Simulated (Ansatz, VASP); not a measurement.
## Te2Mo: VASP beside Ansatz

File INCAR:

```
SYSTEM = Te2Mo
  PREC = Accurate
  ENCUT = 520
  EDIFF = 1E-7
  ISMEAR = 1
  SIGMA = 0.1
  LREAL = .FALSE.
  LASPH = .TRUE.
  NELM = 100
  ALGO = Normal
  ISIF = 2
  LWAVE = .FALSE.
  LCHARG = .FALSE.
  GGA = PS
  NBANDS = 20
```

The input KPOINTS:

```
Automatic mesh
0
G
  6 6 2
  0 0 0
```

File POSCAR:

```
Te2Mo
1.0
    3.4883944647     -0.0006798081     -0.0116766299
   -1.7447860355      3.0213628952     -0.0023421754
   -0.0580355127     -0.0468919784     17.5080425709
Te Mo
2 1
Direct
    0.3281263920      0.6527999274      0.8970757881
    0.3363830980      0.6580278655      0.1034707414
   -0.0008880343     -0.0113612167      0.0002744863
```

Input for Ansatz:

```yaml
crystal:
  lattice:
    - [3.488394464683661, -0.0006798080954236736, -0.011676629921566404]
    - [-1.7447860354608262, 3.0213628951777878, -0.0023421753814481744]
    - [-0.058035512683584874, -0.04689197838286448, 17.508042570871535]
  atoms:
    - { symbol: Te, position: [0.32812639200481025, 0.6527999273817805, 0.8970757881275166] }
    - { symbol: Te, position: [0.3363830979620969, 0.6580278655355433, 0.10347074137033754] }
    - { symbol: Mo, position: [-0.0008880342756819287, -0.01136121669482073, 0.0002744863179890663] }
basis:
  ecutwfc: 550.0
kpoints:
  mp_grid:
    grid: [6, 6, 2]
hamiltonian:
  xc: pbesol
  pseudopotentials:
    kind: paw
scf:
  occupations:
    method: cold
    width: 0.1
output:
  forces: true
  stress: true
```

Alike in both runs: task single point; functional PBEsol; k mesh 6 × 6 × 2; no spin polarisation.

|  | VASP | Ansatz |
| --- | --- | --- |
| version | VASP 6.6.1 | Ansatz 0.2.0 |
| potentials or method | VASP PAW PBE potentials, release 64 (Te, Mo_sv), cutoff 520 eV | plane waves, PAW |
| occupations | methfessel-paxton of order 1, width 0.1 eV | cold, width 0.1 eV |
| valence electrons in the cell | 26 | 46 |

VASP gave:

| Quantity | Value |
| --- | --- |
| rms of the force components (eV/Å) | 0.010 |

Task: Estimate Ansatz's values.

Result: rms of the force components (eV/Å): 0.018.

VASP's potentials were made for PBE, not for PBEsol. Atom by atom the forces differ by 0.015 eV/Å (rms over components). VASP's potentials hold 26 valence electrons a cell and Ansatz's 46, so a difference there can come from the potentials and not from the codes.

Spin-orbit coupling is off throughout.
